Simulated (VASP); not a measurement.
# Bi (Fm-3m) in VASP: single point with PBE

Aim: the single point of Bi with PBE.

Everything below comes from runs of VASP 6.6.1. Logs are shortened: lines on timing, memory, paths and dates and some standing lists are left out, and cuts for length are marked.

### Step 1. The cell of the first run

Symmetry: Fm-3m, No. 225, cubic system. The conventional cell has a = 5.016 Å, b = 5.016 Å, c = 5.016 Å, α = 90.00°, β = 90.00°, γ = 90.00°. Within 4.7 Å of Bi (site symmetry m-3m) lie 12 Bi at 3.55 Å.

### Step 2. Single point, PBE

INCAR reads:

```
PREC = Accurate
ENCUT = 500
EDIFF = 1E-6
ISMEAR = 0
SIGMA = 0.05
LREAL = False
LASPH = True
NELM = 120
ALGO = Normal
ISIF = 2
LWAVE = False
LCHARG = False
GGA = PE
NBANDS = 14
GGA_COMPAT = False
```

KPOINTS reads:

```
Automatic mesh
0
Gamma
  6 6 6
```

POSCAR reads:

```
Bi
1.0
    0.0000000000      2.5081646069      2.5081646069
    2.5081646069      0.0000000000      2.5081646069
    2.5081646069      2.5081646069      0.0000000000
Bi
1
Direct
    0.0000000000      0.0000000000      0.0000000000
```

Potentials or basis: VASP PAW PBE potentials, release 64 (Bi_d).

Launch:

```bash
> cat potpaw_PBE.64/Bi_d/POTCAR > POTCAR
> mpirun -np 1 vasp_std > vasp.out
```

OUTCAR:

```text
PREC = Accurate
   ENCUT = 500
   EDIFF = 1E-6
   ISMEAR = 0
   LREAL = False
   LASPH = True
   NELM = 120
   ISIF = 2
   GGA = PE

 ion  position               nearest neighbor table
   1  0.000  0.000  0.000-

  LATTYP: Found a face centered cubic cell.
 ALAT       =     5.0163292138

  Lattice vectors:

 A1 = (   0.0000000000,   2.5081646069,   2.5081646069)
 A2 = (   2.5081646069,   0.0000000000,   2.5081646069)
 A3 = (   2.5081646069,   2.5081646069,   0.0000000000)

Analysis of symmetry for initial positions (statically):
=====================================================================
 Subroutine PRICEL returns:
 Original cell was already a primitive cell.

 Routine SETGRP: Setting up the symmetry group for a
 face centered cubic supercell.

 Subroutine GETGRP returns: Found 48 space group operations
 (whereof 48 operations were pure point group operations)
 out of a pool of 48 trial point group operations.

The static configuration has the point symmetry O_h .

Analysis of symmetry for dynamics (positions and initial velocities):
=====================================================================
 Subroutine PRICEL returns:
 Original cell was already a primitive cell.

 Routine SETGRP: Setting up the symmetry group for a
 face centered cubic supercell.

 Subroutine GETGRP returns: Found 48 space group operations
 (whereof 48 operations were pure point group operations)
 out of a pool of 48 trial point group operations.

The dynamic configuration has the point symmetry O_h .

 Subroutine INISYM returns: Found 48 space group operations
 (whereof 48 operations are pure point group operations),
 and found     1 'primitive' translations

----------------------------------------------------------------------------------------

                                     Primitive cell

  volume of cell :      31.5572

  direct lattice vectors                    reciprocal lattice vectors
     0.000000000  2.508164607  2.508164607    -0.199348958  0.199348958  0.199348958
     2.508164607  0.000000000  2.508164607     0.199348958 -0.199348958  0.199348958
     2.508164607  2.508164607  0.000000000     0.199348958  0.199348958 -0.199348958

  length of vectors
     3.547080404  3.547080404  3.547080404     0.345282523  0.345282523  0.345282523

  position of ions in fractional coordinates (direct lattice)
     0.000000000  0.000000000  0.000000000

  ion indices of the primitive-cell ions
   primitive index   ion index
                 1           1

----------------------------------------------------------------------------------------

 KPOINTS: Automatic mesh

Automatic generation of k-mesh.
 Grid dimensions read from file:
 generate k-points for:    6    6    6

 Generating k-lattice:

  Cartesian coordinates                     Fractional coordinates (reciprocal lattice)
    -0.033224826  0.033224826  0.033224826     0.166666667  0.000000000  0.000000000
     0.033224826 -0.033224826  0.033224826     0.000000000  0.166666667  0.000000000
     0.033224826  0.033224826 -0.033224826     0.000000000  0.000000000  0.166666667

  Length of vectors
     0.057547087  0.057547087  0.057547087

  Shift w.r.t. Gamma in fractional coordinates (k-lattice)
     0.000000000  0.000000000  0.000000000

 Subroutine IBZKPT returns following result:
 ===========================================

 Found     16 irreducible k-points:

 Following reciprocal coordinates:
            Coordinates               Weight
  0.000000  0.000000  0.000000      1.000000
  0.166667  0.000000  0.000000      8.000000
  0.333333  0.000000  0.000000      8.000000
  0.500000  0.000000  0.000000      4.000000
  0.166667  0.166667  0.000000      6.000000
  0.333333  0.166667  0.000000     24.000000
[... 8 lines left out ...]
 -0.333333  0.333333  0.166667     24.000000
 -0.333333  0.500000  0.166667     12.000000
   k-points           NKPTS =     16   k-points in BZ     NKDIM =     16   number of bands    NBANDS=     14
   number of dos      NEDOS =    301   number of ions     NIONS =      1
   total plane-waves  NPLWV =  21952
   dimension x,y,z NGX =    28 NGY =   28 NGZ =   28
   dimension x,y,z NGXF=    56 NGYF=   56 NGZF=   56
   ions per type =               1
   NGX,Y,Z   is equivalent  to a cutoff of  13.12, 13.12, 13.12 a.u.
   NGXF,Y,Z  is equivalent  to a cutoff of  26.25, 26.25, 26.25 a.u.
 SYSTEM =  unknown system
   PREC   = accura    normal or accurate (medium, high low for compatibility)
   ISTART =      0    job   : 0-new  1-cont  2-samecut
   ICHARG =      2    charge: 1-file 2-atom 10-const
   ISPIN  =      1    spin polarized calculation?
   LNONCOLLINEAR =      F non collinear calculations
   LSORBIT =      F    spin-orbit coupling
   LASPH  =      T    aspherical Exc in radial PAW
   ENCUT  =  500.0 eV  36.75 Ry    6.06 a.u.   6.47  6.47  6.47*2*pi/ulx,y,z
   NELM   =    120;   NELMIN=  2; NELMDL= -5     # of ELM steps
   EDIFF  = 0.1E-05   stopping-criterion for ELM
   LREAL  =      F    real-space projection
   EDIFFG = 0.1E-04   stopping-criterion for IOM
   NSW    =      0    number of steps for IOM
   IBRION =     -1    ionic relax: 0-MD 1-quasi-New 2-CG
   NFREE  =      0    steps in history (QN), initial steepest desc. (CG)
   ISIF   =      2    stress and relaxation
   ISYM   =      2    0-nonsym 1-usesym 2-fastsym
   POTIM  = 0.5000    time-step for ionic-motion
   TEBEG  =    0.0;   TEEND  =   0.0 temperature during run
   PSTRESS=    0.0 pullay stress
   NELECT =      15.0000    total number of electrons
   NUPDOWN=      -1.0000    fix difference up-down
   EMIN   =  10.00;   EMAX   =-10.00  energy-range for DOS
   EFERMI =   0.00;   METHOD = LEGACY
   ISMEAR =     0;   SIGMA  =   0.05  broadening in eV -4-tet -1-fermi 0-gaus
   EFERMI_NEDOS =   21; number of points for ismear=-14 and -15
   IALGO  =     38    algorithm
   IMIX   =      4    mixing-type and parameters
     AMIX     =   0.40;   BMIX     =  1.00
     AMIX_MAG =   1.60;   BMIX_MAG =  1.00
  volume/ion in A,a.u.               =      31.56       212.96
  Fermi-wavevector in a.u.,A,eV,Ry     =   1.277632  2.414375 22.209393  1.632344
  Thomas-Fermi vector in A             =   2.410221
   LORBIT       =      0    0 simple, 1 ext, 2 COOP (PROOUT), +10 PAW based schemes
   GGA     = PE    functional components
   LHFCALC =     F    Hartree Fock is set to
   AEXX    =    0.0000 exact exchange contribution
   IVDW    =     0    specifies the selected vdW correction
   LEPSILON=     F    determine dielectric tensor
   LRPA    =     F    only Hartree local field effects (RPA)
 non-spin polarized calculation
 Gauss-broadening in eV      SIGMA  =   0.05
  energy-cutoff  :      500.00
  volume of cell :       31.56
 maximum number of plane-waves:       821
 NGX is ok and might be reduce to    28
   NGX = 13   NGY = 13   NGZ = 13

 number of electron      15.0000003 magnetization

 Free energy of the ion-electron system (eV)
  ---------------------------------------------------
  ext. energy  EPLUGINS =         0.00000000
  ---------------------------------------------------
  free energy    TOTEN  =        -3.74840981 eV

  energy without entropy =       -3.74542563  energy(sigma->0) =       -3.74691772

 E-fermi :   8.0708     XC(G=0): -10.2304

 val. band max:        8.0595613958   @ k =  -0.3333   0.1667   0.0000
 cond. band min:       8.1843414126   @ k =   0.5000   0.5000   0.0000
 fundamental gap:      0.1247800169
 Fermi energy:         8.0708115789

 k-point     1 :       0.0000    0.0000    0.0000
  band No.  band energies     occupation
      1     -15.2677      2.00000
      2     -15.2677      2.00000
      3     -15.2677      2.00000
      4     -15.2014      2.00000
      5     -15.2014      2.00000
      6      -5.6832      2.00000
      7      12.6796      0.00000
      8      12.6796      0.00000
      9      12.6796      0.00000
     10      16.5118      0.00000
     11      16.9003      0.00000
     12      18.5599      0.00000
     13      18.5599      0.00000
     14      18.5599      0.00000

 k-point     2 :       0.1667    0.0000    0.0000
  band No.  band energies     occupation
      1     -15.2647      2.00000
      2     -15.2529      2.00000
      3     -15.2529      2.00000
      4     -15.1971      2.00000
      5     -15.1971      2.00000
      6      -5.2173      2.00000
      7       9.0245      0.00000
      8      12.2016      0.00000
      9      12.2016      0.00000
     10      15.6673      0.00000
     11      18.8843      0.00000
     12      19.1615      0.00000
     13      19.1615      0.00000
     14      19.3478      0.00000

 k-point     3 :       0.3333    0.0000    0.0000
  band No.  band energies     occupation
      1     -15.2606      2.00000
      2     -15.2540      2.00000
      3     -15.2540      2.00000
      4     -15.1572      2.00000
      5     -15.1572      2.00000
      6      -3.9443      2.00000
      7       4.7239      2.00000
      8      11.4490      0.00000
      9      11.4490      0.00000
     10      15.1036      0.00000
     11      17.2958      0.00000
     12      18.0047      0.00000
     13      18.0047      0.00000
     14      22.2801      0.00000
[... 188 lines left out ...]
 k-point    15 :      -0.3333    0.3333    0.1667
  band No.  band energies     occupation
      1     -15.2612      2.00000
      2     -15.2379      2.00000
      3     -15.1946      2.00000
      4     -15.1810      2.00000
      5     -15.1289      2.00000
      6      -2.1174      2.00000
      7       4.0135      2.00000
      8       6.2147      2.00000
      9       8.2540      0.00000
     10      15.6568      0.00000
     11      17.4547      0.00000
     12      20.2887      0.00000
     13      20.4657      0.00000
     14      23.5625      0.00000

 k-point    16 :      -0.3333    0.5000    0.1667
  band No.  band energies     occupation
      1     -15.2844      2.00000
      2     -15.2606      2.00000
      3     -15.1710      2.00000
      4     -15.1612      2.00000
      5     -15.1122      2.00000
      6      -1.7758      2.00000
      7       4.1829      2.00000
      8       6.2771      2.00000
      9       6.9902      2.00000
     10      14.9200      0.00000
     11      16.0056      0.00000
     12      21.0938      0.00000
     13      21.1683      0.00000
     14      26.0967      0.00000

------------------------ aborting loop because EDIFF is reached ----------------------------------------

  FORCE on cell =-STRESS in cart. coord.  units (eV):
  Direction    XX          YY          ZZ          XY          YZ          ZX
  --------------------------------------------------------------------------------------
  -------------------------------------------------------------------------------------
  Total        0.0224267      0.0224267      0.0224267      0.0000000     -0.0000000      0.0000000
  in kB        1.1386185      1.1386185      1.1386185      0.0000000     -0.0000000      0.0000000
  external PRESSURE =       1.1386185 kB  Pullay stress =       0.0000000 kB

 VOLUME and BASIS-vectors are now :
 -----------------------------------------------------------------------------
  energy-cutoff  :      500.00
  volume of cell :       31.56
      direct lattice vectors                 reciprocal lattice vectors
     0.000000000  2.508164607  2.508164607    -0.199348958  0.199348958  0.199348958
     2.508164607  0.000000000  2.508164607     0.199348958 -0.199348958  0.199348958
     2.508164607  2.508164607  0.000000000     0.199348958  0.199348958 -0.199348958

 POSITION                                       TOTAL-FORCE (eV/Angst)
 -----------------------------------------------------------------------------------
      0.00000      0.00000      0.00000        -0.000000     -0.000000     -0.000000
 -----------------------------------------------------------------------------------
    total drift:                               -0.000000     -0.000000     -0.000000

  FREE ENERGIE OF THE ION-ELECTRON SYSTEM (eV)
  ---------------------------------------------------
  free  energy   TOTEN  =        -3.7484098070 eV

  energy  without entropy=       -3.7454256304  energy(sigma->0) =       -3.74691772
```

Wall time 9.6 s (1 thread of Intel Xeon Platinum 8259CL at 2.50GHz (Skylake/Cascade Lake), shared host); peak memory 0.15 GiB.

What came out:

* Free energy: -3.7484 eV
* Pressure: 0.1 GPa

Levels at points of the mesh, in eV from the Fermi level:
```csv
k point,band 3,band 4,band 5,band 6,band 7,band 8,band 9,band 10,band 11,band 12
"(0.00, 0.00, 0.00)",-23.34,-23.27,-23.27,-13.75,4.61,4.61,4.61,8.44,8.83,10.49
"(0.50, 0.00, 0.00)",-23.33,-23.20,-23.20,-10.97,-5.45,3.06,3.06,7.03,8.36,9.42
"(0.50, 0.50, 0.00)",-23.21,-23.18,-23.18,-9.90,-4.66,0.11,0.11,3.79,4.98,16.69
```

Caveat: the k points lie up to 0.36 Å⁻¹ apart; spin-orbit coupling is left out, which moves the levels of the heavy elements.
